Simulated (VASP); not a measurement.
The system is TePb.

```
Pb Te
1.0
     2.24301    1.29500    3.93990
    -2.24301    1.29500    3.93990
     0.00000   -2.59001    3.93990
Pb Te
1 1
Direct
  0.99222 0.99222 0.99222
  0.52878 0.52878 0.52878
```

```yaml
Program: VASP 6.6.1
Task: relaxation of cell and atoms
Functional: PBE
Potentials_or_basis: VASP PAW PBE potentials, release 64 (Pb_d, Te)
Cutoff: 600 eV
k_mesh: 6 × 6 × 6
Occupations: fermi-dirac, width 0.02 eV
Spin: no spin polarisation
```

At the start: pressure 3.6 GPa; volume 34.33 Å³/atom.

**Question.** How do energy, volume and symmetry change on relaxing?

**Answer.** Over 28 steps the energy falls by 52.9 meV/atom and the volume is 35.43 Å³/atom (+3.2 %); space group R3m (No. 160, to 0.1 Å) before, Fm-3m (No. 225, to 0.1 Å).

The path:
| step | energy change (eV) | largest force (eV/Å) | pressure (GPa) | volume (Å³) |
| --- | --- | --- | --- | --- |
| 1 | 0.0000 | 0.6561 | 3.59 | 68.67 |
| 2 | -0.0676 | 0.0573 | -1.30 | 76.59 |
| 3 | -0.0759 | 0.1844 | -0.26 | 74.44 |
| 4 | -0.0806 | 0.1696 | -0.21 | 74.01 |
| 5 | -0.0917 | 0.1340 | 0.01 | 72.72 |
| 6 | -0.0994 | 0.0917 | 0.80 | 70.15 |
| 7 | -0.1023 | 0.0634 | 0.49 | 70.51 |
| 8 | -0.1042 | 0.0177 | -0.19 | 71.44 |
| 9 | -0.1044 | 0.0253 | -0.05 | 71.23 |
| 10 | -0.1044 | 0.0261 | -0.03 | 71.21 |
| 11 | -0.1046 | 0.0236 | -0.03 | 71.19 |
| 12 | -0.1052 | 0.0164 | -0.02 | 71.14 |
| 13 | -0.1052 | 0.0048 | 0.00 | 71.03 |
| 14 | -0.1053 | 0.0105 | -0.01 | 71.09 |
| 15 | -0.1054 | 0.0101 | 0.00 | 71.06 |
| 16 | -0.1054 | 0.0096 | 0.03 | 70.98 |
| 17 | -0.1055 | 0.0090 | 0.10 | 70.81 |
| 18 | -0.1055 | 0.0087 | 0.10 | 70.82 |
| 19 | -0.1055 | 0.0081 | 0.09 | 70.83 |
| 20 | -0.1056 | 0.0070 | 0.06 | 70.86 |
| 21 | -0.1056 | 0.0050 | 0.02 | 70.91 |
| 22 | -0.1056 | 0.0023 | -0.07 | 71.03 |
| 23 | -0.1056 | 0.0038 | -0.02 | 70.97 |
| 24 | -0.1056 | 0.0030 | -0.03 | 70.96 |
| 25 | -0.1057 | 0.0025 | -0.01 | 70.92 |
| 26 | -0.1057 | 0.0016 | 0.02 | 70.84 |
| 27 | -0.1057 | 0.0013 | 0.03 | 70.81 |
| 28 | -0.1057 | 0.0008 | 0.00 | 70.86 |

Final structure:
```
Pb Te
1.0
     2.32223    1.34074    3.79294
    -2.32223    1.34074    3.79294
     0.00000   -2.68148    3.79294
Pb Te
1 1
Direct
  0.00907 0.00907 0.00907
  0.51193 0.51193 0.51193
```
